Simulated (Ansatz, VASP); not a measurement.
**Ga3Se: VASP beside Ansatz**

```
Ga Se
1.0
     4.32361    0.00000    0.00000
     0.00000    4.32361    0.00000
     0.00000    0.00000    4.32361
Ga Se
3 1
Direct
  0.00000 0.50000 0.50000
  0.50000 0.00000 0.50000
  0.50000 0.50000 0.00000
  0.00000 0.03856 0.00000
```

Alike in both runs: task single point; functional PBE; dispersion D3(BJ); k mesh 12 × 12 × 12; occupations gaussian, width 0.15 eV; no spin polarisation.

|  | VASP | Ansatz |
| --- | --- | --- |
| version | VASP 6.6.1 | Ansatz 0.2.0 |
| potentials or method | VASP PAW PBE potentials, release 64 (Ga_d, Se), cutoff 520 eV | scalar-relativistic, plane waves, PAW |
| valence electrons in the cell | 45 | 55 |

Ansatz gave:

* gap on the k mesh at the Fermi level (eV): none
* pressure (GPa): 0.2
* traceless stress, the component that is largest in VASP (GPa): -0.21
* rms of the force components (eV/Å): 0.085

**Question.** What did VASP give for the same quantities?

**Answer.** gap on the k mesh at the Fermi level (eV): none; pressure (GPa): 0.3; traceless stress, the component that is largest in VASP (GPa): -0.21; rms of the force components (eV/Å): 0.086.

Atom by atom the forces differ by 0.002 eV/Å (rms over components). A gap of «none» marks a metal or a gap that the smearing closes. VASP's potentials hold 45 valence electrons a cell and Ansatz's 55, so a difference there can come from the potentials and not from the codes.
